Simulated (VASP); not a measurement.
Set up this calculation in VASP 6.6.1, as the native input.

```yaml
Task: single point
Functional: PBE
Potentials_or_basis: VASP PAW PBE potentials, release 64 (La, Al, N)
Cutoff: 520 eV
k_mesh: 4 × 4 × 4
Occupations: gaussian, width 0.2 eV
Spin: no spin polarisation
Dipole_correction: no
Further_INCAR_settings: ALGO = Normal; EDIFF = 1e-07; NBANDS = 24
```

The structure of LaAl3N2 lies in POSCAR:

```
LaAl3N2
1.0
    0.0000000000      2.8179016956      6.0796125826
    2.8188650412      0.0000000000      6.0796125826
    2.8188650412      2.8179016956      0.0000000000
La Al N
1 3 2
Direct
    0.1322250048      0.1322250048      0.8677749952
    0.3796743788      0.3796743788      0.1203256212
    0.8796743788      0.8796743788      0.6203256212
    0.7261137277      0.7261137277      0.2738862723
    0.3896876117      0.3896876117      0.6103123883
    0.9077416880      0.9077416880      0.0922583120
```

The cell was built from a structure type or drawn by symmetry, and may not be a known phase.

The input as run:

INCAR

```
ALGO = Normal ; EDIFF = 1E-7
ENCUT = 520 ; GGA = PE
ISIF = 2 ; ISMEAR = 0
LASPH = True ; LCHARG = False
LREAL = False ; LWAVE = False
NBANDS = 24 ; NELM = 60
PREC = Accurate ; SIGMA = 0.2
```

KPOINTS

```
k-points
0
Gamma
  4 4 4
```

Potentials or basis: VASP PAW PBE potentials, release 64 (La, Al, N).

The run is started by

```bash
$ cat potpaw_PBE.64/La/POTCAR potpaw_PBE.64/Al/POTCAR potpaw_PBE.64/N/POTCAR > POTCAR
$ mpirun -np 1 vasp_std > vasp.out
```

It gave:

| Quantity | Value |
| --- | --- |
| Pressure | -0.5 GPa |
| Largest force | 0.026 eV/Å |
| Band gap on the k mesh | zero (bands 15 and 16 overlap by 0.23 eV) |

Caveat: the k points lie up to 0.41 Å⁻¹ apart; spin-orbit coupling is left out, which moves the levels of the heavy elements.

Wall time 37 s on 1 thread of Intel(R) Xeon(R) 6975P-C (Granite Rapids) (shared host), peak memory 0.29 GiB.
